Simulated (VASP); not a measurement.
**MoBr: single point with PBE**

The system is MoBr.

```xyz
4
Lattice="0.0000 3.6268 3.6268 3.6268 0.0000 3.6268 3.6268 3.6268 0.0000" Properties=species:S:1:pos:R:3 pbc="T T T"
Mo    3.6268    3.6268    3.6268
Mo    5.4402    5.4402    5.4402
Br    0.0000    0.0000    0.0000
Br    1.8134    1.8134    1.8134
```

* Program: VASP 6.6.1
* Task: single point
* Functional: PBE
* Potentials or basis: VASP PAW PBE potentials, release 64 (Mo_sv, Br)
* Cutoff: 520 eV
* k mesh: 4 × 4 × 4
* Occupations: gaussian, width 0.1 eV
* Spin: collinear spin, ferromagnetic start
* Starting moments: [1.0, 1.0, 0.0, 0.0] μB

```yaml
Pressure: -11.8 GPa
Net_moment: 3.86 μB per cell
Site_moments: Mo +1.43; Br +0.14 μB
Valence_electrons_inside_the_program's_atomic_spheres: Mo 12.00; Br 4.77
```

Levels at points of the mesh, in eV from the Fermi level:
Spin up:
```
           k point  band 20  band 21  band 22  band 23  band 24  band 25
(0.00, 0.00, 0.00)    -0.66    -0.66    -0.66     0.45     0.45     1.38
(0.50, 0.00, 0.00)    -0.62    -0.62    -0.15     0.07     0.07     0.80
(0.50, 0.50, 0.00)    -1.41    -0.87    -0.87     0.11     0.11     1.28
```
Spin down:
```
           k point  band 17  band 18  band 19  band 20  band 21  band 22
(0.00, 0.00, 0.00)    -1.24    -0.70    -0.70     0.05     0.05     0.05
(0.50, 0.00, 0.00)    -0.72    -0.38    -0.38     0.56     0.89     0.89
(0.50, 0.50, 0.00)    -0.80    -0.80    -0.66    -0.66     0.70     0.70
```

Run time: 120 s on 1 thread of AMD EPYC 7R43 64-Core Processor (Zen 3) (shared host), peak memory 0.25 GiB.

Caveat: the k points lie up to 0.38 Å⁻¹ apart.
